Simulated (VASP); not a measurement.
A run of VASP 6.6.1 is set up as follows.

File INCAR:

```
SYSTEM = WSe2
PREC = Accurate ; ENCUT = 400
EDIFF = 1E-8 ; ISMEAR = -1
SIGMA = 0.08 ; LREAL = .FALSE.
LASPH = .TRUE. ; NELM = 120
ALGO = Normal ; ISIF = 2
LWAVE = .FALSE. ; LCHARG = .FALSE.
GGA = PE ; LEFG = .TRUE.
NBANDS = 35 ; GGA_COMPAT = .FALSE.
```

Contents of KPOINTS:

```
Automatic mesh
0
G
  11 11 3
  0 0 0
```

Contents of POSCAR:

```
WSe2
1.0
    3.2899984505      0.0000000000      0.0000000000
   -1.6449992252      2.8492222365      0.0000000000
    0.0000000000      0.0000000000     12.5809000000
W Se
2 4
Direct
    0.3333333333      0.6666666667      0.2500000000
    0.6666666667      0.3333333333      0.7500000000
    0.3333333333      0.6666666667      0.6210000000
    0.6666666667      0.3333333333      0.1210000000
    0.3333333333      0.6666666667      0.8790000000
    0.6666666667      0.3333333333      0.3790000000
```

Potentials or basis: VASP PAW PBE potentials, release 64 (W_sv, Se).

Launch:

```bash
$ cat potpaw_PBE.64/W_sv/POTCAR potpaw_PBE.64/Se/POTCAR > POTCAR
$ mpirun -np 1 vasp_std > vasp.out
```

**Question.** What does it give for the pressure?

**Answer.** 9.4 GPa.

**Question.** Estimate the largest force.

**Answer.** 1.118 eV/Å.

**Question.** What does it give for the band gap on the k mesh?

**Answer.** 0.83 eV (least direct gap 1.65 eV).

Electric field gradients, principal values (V/Å²):
| atom | least | middle | greatest (by size) |
| --- | --- | --- | --- |
| 1 W | 89.003 | 89.005 | -178.008 |
| 2 W | 89.003 | 89.005 | -178.008 |
| 3 Se | 46.257 | 46.257 | -92.514 |
| 4 Se | 46.257 | 46.257 | -92.514 |
| 5 Se | 46.257 | 46.257 | -92.514 |
| 6 Se | 46.257 | 46.257 | -92.514 |

Caveat: the cell differs from its parent crystal (zz strain of -3 %); the stress differs along the axes, from 7 to 14 GPa; without QUAD_EFG the Cq values of the log hold for a quadrupole moment of 1 mb, not for the nuclei; spin-orbit coupling is left out, which moves the levels of the heavy elements; this functional lacks dispersion, which binds layers or chains, so the pressure and a relaxed spacing across them are unreliable; forces of over 1 eV/Å act on the atoms, so gaps and moduli don't describe the material at rest. A k mesh can miss the band edges.
